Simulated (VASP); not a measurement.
The system is AsSe3.

```
As Se
1.0
     6.61884    0.00000    0.00000
    -3.30942    5.73209    0.00000
     0.00000    0.00000    5.37020
As Se
2 6
Cartesian
  0.0000 3.8214 4.0276
  3.3094 1.9107 1.3425
  0.0000 1.9329 1.3425
  1.6355 4.7656 1.3425
  -1.6355 4.7656 1.3425
  3.3094 3.7992 4.0276
  1.6740 0.9665 4.0276
  4.9449 0.9665 4.0276
```

The cell was generated, and may not be a known phase.

- Program: VASP 6.6.1
- Task: relaxation of cell and atoms
- Functional: PBE
- Potentials or basis: VASP PAW PBE potentials, release 64 (As, Se)
- Cutoff: 600 eV
- k mesh: 3 × 3 × 4
- Occupations: gaussian, width 0.1 eV
- Spin: no spin polarisation

At the start: pressure -9.4 GPa; volume 25.47 Å³/atom.

Problem. Where does the relaxation end?

Solution. Over 19 steps the energy falls by 552.8 meV/atom and the volume is 23.11 Å³/atom (-9.3 %); space group P6_3/mmc (No. 194, to 0.1 Å) before and after.

Step by step:
```tsv
step	energy change (eV)	largest force (eV/Å)	pressure (GPa)	volume (Å³)
1	0.0000	0.4809	-9.42	203.74
2	-1.7651	0.3006	-0.63	162.65
3	-1.7908	0.2585	1.12	158.63
4	-2.4097	0.1510	4.02	153.77
5	-2.5289	0.0368	6.09	151.47
6	-2.9795	0.1792	1.30	162.21
7	-3.4863	0.0113	-3.25	180.54
8	-3.3024	0.3339	-7.82	217.64
9	-3.5771	0.0923	-5.14	192.17
10	-3.8133	0.1248	-5.03	195.45
11	-4.0774	0.3905	-4.68	203.09
12	-4.1004	0.3187	-4.83	200.95
13	-4.3121	0.2492	-2.90	192.69
14	-4.4076	0.1414	-0.23	184.05
15	-4.4086	0.1263	0.12	183.07
16	-4.4085	0.1318	0.00	183.42
17	-4.4111	0.1198	0.00	183.56
18	-4.4173	0.0827	0.01	184.00
19	-4.4226	0.0066	0.07	184.86
```

Final structure:
```
CELL_PARAMETERS angstrom
7.69157 0.00000 0.00000
-3.84579 6.66110 0.00000
0.00000 0.00000 3.60813
ATOMIC_POSITIONS crystal
As 0.33333 0.66667 0.75000
As 0.66667 0.33333 0.25000
Se 0.18096 0.36193 0.25000
Se 0.63807 0.81904 0.25000
Se 0.18096 0.81904 0.25000
Se 0.81904 0.63807 0.75000
Se 0.36193 0.18096 0.75000
Se 0.81904 0.18096 0.75000
```

Caveat: the k points lie up to 0.44 Å⁻¹ apart in the final cell, too coarse for converged energies and pressures of a metal; a cell axis changed by over 15 % at a fixed basis, so the end point is rough.
